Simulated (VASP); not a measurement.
CaO, 4 atoms in the cell. It takes space group P6_3/mmc (No. 194, hexagonal). The conventional cell has a = 3.916 Å, b = 3.916 Å, c = 4.894 Å, α = 90.00°, β = 90.00°, γ = 120.00°. Within 3.0 Å of Ca (site symmetry -6m2) lie 5 O at 2.26 to 2.45 Å. O (site symmetry -6m2) has 5 Ca at 2.26 to 2.45 Å within 3.0 Å. 

```yaml
Program: VASP 6.6.1
Task: single point
Functional: PBE
Potentials_or_basis: VASP PAW PBE potentials, release 64 (Ca_sv, O)
Cutoff: 520 eV
k_mesh: 9 × 9 × 6
Occupations: gaussian, width 0.05 eV
Spin: no spin polarisation
Dipole_correction: no
Further_INCAR_settings: ALGO = Normal; EDIFF = 1e-06; NBANDS = 24
```

Potentials or basis: VASP PAW PBE potentials, release 64 (Ca_sv, O).

Command:

```sh
$ cat potpaw_PBE.64/Ca_sv/POTCAR potpaw_PBE.64/O/POTCAR > POTCAR
$ mpirun -np 1 vasp_std > vasp.out
```

Hardware: 1 thread of Intel(R) Xeon(R) Platinum 8488C (Sapphire Rapids) (shared host).

How long does it take, and how much memory?

Run time: 59 s on 1 thread of Intel(R) Xeon(R) Platinum 8488C (Sapphire Rapids), on a shared host, peak memory 0.21 GiB. Counts: scf iterations 14, k points 48.
